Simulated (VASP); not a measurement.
# KLi2H6 (P6mm) in VASP: further runs

Runs on KLi2H6. Level: PBE. Tasks: single point, relaxation of cell and atoms.

All numbers are computed with VASP 6.6.1; they aren't measurements. Logs are shortened: lines on timing, memory, paths and dates and some standing lists are left out, and cuts for length are marked.

### 1 The cell of the first run

It takes space group P6mm (No. 183, hexagonal). Conventional cell: a = 5.021 Å, b = 5.021 Å, c = 9.068 Å, α = 90.00°, β = 90.00°, γ = 120.00°. K (site symmetry 6mm) has 6 H at 3.25 Å and 6 Li at 3.85 Å within 4.3 Å. Within 4.1 Å of Li (site symmetry 3m) lie 3 Li at 2.90 Å and 3 K at 3.85 Å and 6 H at 4.03 Å. H (site symmetry m) has 2 H at 1.00 Å within 1.3 Å.

The cell was generated, and may not be a known phase.

### 2 Single point, PBE

The input, INCAR:

```
PREC     = Accurate       # precision mode
ENCUT    = 520            # plane-wave cutoff, eV
EDIFF    = 1E-6           # SCF threshold, eV
ISMEAR   = 0              # smearing method
SIGMA    = 0.1            # smearing width, eV
LREAL    = F              # projectors in reciprocal space
LASPH    = T              # aspherical terms in the spheres
NELM     = 100            # most SCF steps
ALGO     = Normal         # electronic algorithm
ISIF     = 2              # what is computed and relaxed
LWAVE    = F              # write WAVECAR
LCHARG   = F              # write CHGCAR
GGA      = PE             # functional
NBANDS   = 20             # bands
```

The input, KPOINTS:

```
regular mesh
0
Gamma
  12 12 4
```

The input, POSCAR:

```
KLi2H6
1.0
    5.0209875053      0.0000000000      0.0000000000
   -2.5104937527      4.3483027316      0.0000000000
    0.0000000000      0.0000000000      9.0684065906
K Li H
1 2 6
Direct
    0.0000000000      0.0000000000      0.3716542720
    0.3333333333      0.6666666667      0.6506602457
    0.6666666667      0.3333333333      0.6506602457
    0.1989528572      0.0000000000      0.0308995761
    0.0000000000      0.1989528572      0.0308995761
    0.8010471428      0.8010471428      0.0308995761
    0.8010471428      0.0000000000      0.0308995761
    0.0000000000      0.8010471428      0.0308995761
    0.1989528572      0.1989528572      0.0308995761
```

Potentials or basis: VASP PAW PBE potentials, release 64 (K_sv, Li_sv, H).

Started as:

```bash
$ cat potpaw_PBE.64/K_sv/POTCAR potpaw_PBE.64/Li_sv/POTCAR potpaw_PBE.64/H/POTCAR > POTCAR
$ mpirun -np 1 vasp_std > vasp.out
```

OUTCAR:

```text
PREC = Accurate
   ENCUT = 520
   EDIFF = 1E-6
   ISMEAR = 0
   LREAL = F
   LASPH = T
   NELM = 100
   ISIF = 2
   GGA = PE

 ion  position               nearest neighbor table
   1  0.000  0.000  0.372-
   2  0.333  0.667  0.651-
   3  0.667  0.333  0.651-
   4  0.199  0.000  0.031-
   5  0.000  0.199  0.031-
   6  0.801  0.801  0.031-
   7  0.801  0.000  0.031-
   8  0.000  0.801  0.031-
   9  0.199  0.199  0.031-

  LATTYP: Found a hexagonal cell.
 ALAT       =     5.0209875053
 C/A-ratio  =     1.8061002106

  Lattice vectors:

 A1 = (   5.0209875053,   0.0000000000,   0.0000000000)
 A2 = (  -2.5104937527,   4.3483027316,   0.0000000000)
 A3 = (   0.0000000000,   0.0000000000,   9.0684065906)

Analysis of symmetry for initial positions (statically):
=====================================================================
 Subroutine PRICEL returns:
 Original cell was already a primitive cell.

 Routine SETGRP: Setting up the symmetry group for a
 hexagonal supercell.

 Subroutine GETGRP returns: Found 12 space group operations
 (whereof 12 operations were pure point group operations)
 out of a pool of 24 trial point group operations.

The static configuration has the point symmetry C_6v.

Analysis of symmetry for dynamics (positions and initial velocities):
=====================================================================
 Subroutine PRICEL returns:
 Original cell was already a primitive cell.

 Routine SETGRP: Setting up the symmetry group for a
 hexagonal supercell.

 Subroutine GETGRP returns: Found 12 space group operations
 (whereof 12 operations were pure point group operations)
 out of a pool of 24 trial point group operations.

The dynamic configuration has the point symmetry C_6v.

 Subroutine INISYM returns: Found 12 space group operations
 (whereof 12 operations are pure point group operations),
 and found     1 'primitive' translations

----------------------------------------------------------------------------------------

                                     Primitive cell

  volume of cell :     197.9885

  direct lattice vectors                    reciprocal lattice vectors
     5.020987505  0.000000000  0.000000000     0.199164009  0.114987394  0.000000000
    -2.510493753  4.348302732  0.000000000     0.000000000  0.229974788  0.000000000
     0.000000000  0.000000000  9.068406591     0.000000000  0.000000000  0.110272956

  length of vectors
     5.020987505  5.020987505  9.068406591     0.229974788  0.229974788  0.110272956

  position of ions in fractional coordinates (direct lattice)
     0.000000000  0.000000000  0.371654272
     0.333333333  0.666666667  0.650660246
     0.666666667  0.333333333  0.650660246
     0.198952857  0.000000000  0.030899576
     0.000000000  0.198952857  0.030899576
     0.801047143  0.801047143  0.030899576
     0.801047143  0.000000000  0.030899576
     0.000000000  0.801047143  0.030899576
     0.198952857  0.198952857  0.030899576

  ion indices of the primitive-cell ions
   primitive index   ion index
                 1           1
                 2           2
                 3           3
                 4           4
                 5           5
                 6           6
                 7           7
                 8           8
                 9           9

----------------------------------------------------------------------------------------

 KPOINTS: regular mesh

Automatic generation of k-mesh.
 Grid dimensions read from file:
 generate k-points for:   12   12    4

 Generating k-lattice:

  Cartesian coordinates                     Fractional coordinates (reciprocal lattice)
     0.016597001  0.009582283  0.000000000     0.083333333  0.000000000  0.000000000
     0.000000000  0.019164566  0.000000000     0.000000000  0.083333333  0.000000000
     0.000000000  0.000000000  0.027568239     0.000000000  0.000000000  0.250000000

  Length of vectors
     0.019164566  0.019164566  0.027568239

  Shift w.r.t. Gamma in fractional coordinates (k-lattice)
     0.000000000  0.000000000  0.000000000

 Subroutine IBZKPT returns following result:
 ===========================================

 Found     57 irreducible k-points:

 Following reciprocal coordinates:
            Coordinates               Weight
  0.000000  0.000000  0.000000      1.000000
  0.083333  0.000000  0.000000      6.000000
  0.166667  0.000000  0.000000      6.000000
  0.250000  0.000000  0.000000      6.000000
  0.333333 -0.000000  0.000000      6.000000
  0.416667  0.000000  0.000000      6.000000
[... 16 lines left out ...]
  0.250000  0.000000  0.250000     12.000000
  0.333333 -0.000000  0.250000     12.000000
 [... further k-points ...]
   k-points           NKPTS =     57   k-points in BZ     NKDIM =     57   number of bands    NBANDS=     20
   number of dos      NEDOS =    301   number of ions     NIONS =      9
   total plane-waves  NPLWV = 112000
   dimension x,y,z NGX =    40 NGY =   40 NGZ =   70
   dimension x,y,z NGXF=    80 NGYF=   80 NGZF=  140
   ions per type =               1   2   6
   NGX,Y,Z   is equivalent  to a cutoff of  13.24, 13.24, 12.83 a.u.
   NGXF,Y,Z  is equivalent  to a cutoff of  26.49, 26.49, 25.67 a.u.
 SYSTEM =  unknown system
   PREC   = accura    normal or accurate (medium, high low for compatibility)
   ISTART =      0    job   : 0-new  1-cont  2-samecut
   ICHARG =      2    charge: 1-file 2-atom 10-const
   ISPIN  =      1    spin polarized calculation?
   LNONCOLLINEAR =      F non collinear calculations
   LSORBIT =      F    spin-orbit coupling
   LASPH  =      T    aspherical Exc in radial PAW
   ENCUT  =  520.0 eV  38.22 Ry    6.18 a.u.   9.34  9.34 16.86*2*pi/ulx,y,z
   NELM   =    100;   NELMIN=  2; NELMDL= -5     # of ELM steps
   EDIFF  = 0.1E-05   stopping-criterion for ELM
   LREAL  =      F    real-space projection
   EDIFFG = 0.1E-04   stopping-criterion for IOM
   NSW    =      0    number of steps for IOM
   IBRION =     -1    ionic relax: 0-MD 1-quasi-New 2-CG
   NFREE  =      0    steps in history (QN), initial steepest desc. (CG)
   ISIF   =      2    stress and relaxation
   ISYM   =      2    0-nonsym 1-usesym 2-fastsym
   POTIM  = 0.5000    time-step for ionic-motion
   TEBEG  =    0.0;   TEEND  =   0.0 temperature during run
   PSTRESS=    0.0 pullay stress
   NELECT =      21.0000    total number of electrons
   NUPDOWN=      -1.0000    fix difference up-down
   EMIN   =  10.00;   EMAX   =-10.00  energy-range for DOS
   EFERMI =   0.00;   METHOD = LEGACY
   ISMEAR =     0;   SIGMA  =   0.10  broadening in eV -4-tet -1-fermi 0-gaus
   EFERMI_NEDOS =   21; number of points for ismear=-14 and -15
   IALGO  =     38    algorithm
   IMIX   =      4    mixing-type and parameters
     AMIX     =   0.40;   BMIX     =  1.00
     AMIX_MAG =   1.60;   BMIX_MAG =  1.00
  volume/ion in A,a.u.               =      22.00       148.45
  Fermi-wavevector in a.u.,A,eV,Ry     =   0.774940  1.464424  8.170730  0.600532
  Thomas-Fermi vector in A             =   1.877102
   LORBIT       =      0    0 simple, 1 ext, 2 COOP (PROOUT), +10 PAW based schemes
   GGA     = PE    functional components
   LHFCALC =     F    Hartree Fock is set to
   AEXX    =    0.0000 exact exchange contribution
   IVDW    =     0    specifies the selected vdW correction
   LEPSILON=     F    determine dielectric tensor
   LRPA    =     F    only Hartree local field effects (RPA)
 non-spin polarized calculation
 Gauss-broadening in eV      SIGMA  =   0.10
  energy-cutoff  :      520.00
  volume of cell :      197.99
 maximum number of plane-waves:      5361
 NGX is ok and might be reduce to    40
   NGX = 19   NGY = 19   NGZ = 33

 number of electron      20.9999995 magnetization

 Free energy of the ion-electron system (eV)
  ---------------------------------------------------
  ext. energy  EPLUGINS =         0.00000000
  ---------------------------------------------------
  free energy    TOTEN  =       -21.93168668 eV

  energy without entropy =      -21.91779621  energy(sigma->0) =      -21.92474145

 E-fermi :  -0.3424     XC(G=0):  -5.6876

 val. band max:       -0.3535312230   @ k =   0.2500   0.0000   0.2500
 cond. band min:      -0.3366721579   @ k =   0.1667   0.0833   0.5000
 fundamental gap:      0.0168590651
 Fermi energy:        -0.3424428616

 k-point     1 :       0.0000    0.0000    0.0000
  band No.  band energies     occupation
      1     -47.8885      2.00000
      2     -47.8727      2.00000
      3     -32.2936      2.00000
      4     -15.7947      2.00000
      5     -15.7659      2.00000
      6     -15.7659      2.00000
[... 12 lines left out ...]
     19       3.8715      0.00000
     20       4.3424      0.00000

 k-point     2 :       0.0833    0.0000    0.0000
  band No.  band energies     occupation
      1     -47.8882      2.00000
      2     -47.8729      2.00000
      3     -32.2936      2.00000
      4     -15.7944      2.00000
      5     -15.7676      2.00000
      6     -15.7663      2.00000
[... 12 lines left out ...]
     19       3.9742      0.00000
     20       4.2966      0.00000
[... 465 lines left out ...]
      3     -32.2931      2.00000
      4     -15.7926      2.00000
      5     -15.7791      2.00000
      6     -15.7691      2.00000
[... 12 lines left out ...]
     19       4.4177      0.00000
     20       4.4479      0.00000

 k-point    24 :       0.3333   -0.0000    0.2500
  band No.  band energies     occupation
      1     -47.8851      2.00000
      2     -47.8760      2.00000
      3     -32.2929      2.00000
      4     -15.7916      2.00000
      5     -15.7857      2.00000
      6     -15.7707      2.00000
[... 12 lines left out ...]
     19       4.3017      0.00000
     20       4.6634      0.00000

 [... further k-points ...]

------------------------ aborting loop because EDIFF is reached ----------------------------------------

  FORCE on cell =-STRESS in cart. coord.  units (eV):
  Direction    XX          YY          ZZ          XY          YZ          ZX
  --------------------------------------------------------------------------------------
  -------------------------------------------------------------------------------------
  Total       -0.0996383     -0.0996383     -0.0734265      0.0000000     -0.0000000      0.0000000
  in kB       -0.8063006     -0.8063006     -0.5941872      0.0000000     -0.0000000      0.0000000
  external PRESSURE =      -0.7355962 kB  Pullay stress =       0.0000000 kB

 VOLUME and BASIS-vectors are now :
 -----------------------------------------------------------------------------
  energy-cutoff  :      520.00
  volume of cell :      197.99
      direct lattice vectors                 reciprocal lattice vectors
     5.020987505  0.000000000  0.000000000     0.199164009  0.114987394  0.000000000
    -2.510493753  4.348302732  0.000000000     0.000000000  0.229974788  0.000000000
     0.000000000  0.000000000  9.068406591     0.000000000  0.000000000  0.110272956

 POSITION                                       TOTAL-FORCE (eV/Angst)
 -----------------------------------------------------------------------------------
      0.00000      0.00000      3.37031         0.000000     -0.000000     -0.001201
     -0.00000      2.89887      5.90045        -0.000000      0.000000      0.001196
      2.51049      1.44943      5.90045         0.000000      0.000000      0.001196
      0.99894      0.00000      0.28021        -0.003819     -0.000000     -0.000198
     -0.49947      0.86511      0.28021         0.001910     -0.003308     -0.000198
      2.01102      3.48320      0.28021         0.001910      0.003308     -0.000198
      4.02205      0.00000      0.28021         0.003819     -0.000000     -0.000198
     -2.01102      3.48320      0.28021        -0.001910      0.003308     -0.000198
      0.49947      0.86511      0.28021        -0.001910     -0.003308     -0.000198
 -----------------------------------------------------------------------------------
    total drift:                               -0.000000     -0.000000     -0.000557

  FREE ENERGIE OF THE ION-ELECTRON SYSTEM (eV)
  ---------------------------------------------------
  free  energy   TOTEN  =       -21.9316866820 eV

  energy  without entropy=      -21.9177962139  energy(sigma->0) =      -21.92474145
```

Run time: 4.1 min. Hardware: 1 thread of Intel Xeon Platinum 8488C (Sapphire Rapids), shared host; peak memory 0.44 GiB.

Results:

| Property | Result |
| --- | --- |
| Free energy | -21.9317 eV |
| Largest force | 0.004 eV/Å |
| Band gap on the k mesh | zero (an odd number of electrons rules out a gap without spin polarisation) |

Forces in eV/Å, atoms in the order of the input:
```
K    0.000  0.000 -0.001
Li   0.000  0.000  0.001
Li   0.000  0.000  0.001
H   -0.004  0.000  0.000
H    0.002 -0.003  0.000
H    0.002  0.003  0.000
H    0.004  0.000  0.000
H   -0.002  0.003  0.000
H   -0.002 -0.003  0.000
```

Caveat: the cutoff is under 1.25 times the usual one of these potentials, so pressure, stress and relaxed cells hold a basis-set (Pulay) error.

(Continued in part 2 of 2.)

The gap in the log of VASP goes by the Fermi energy; the results here count the filled bands.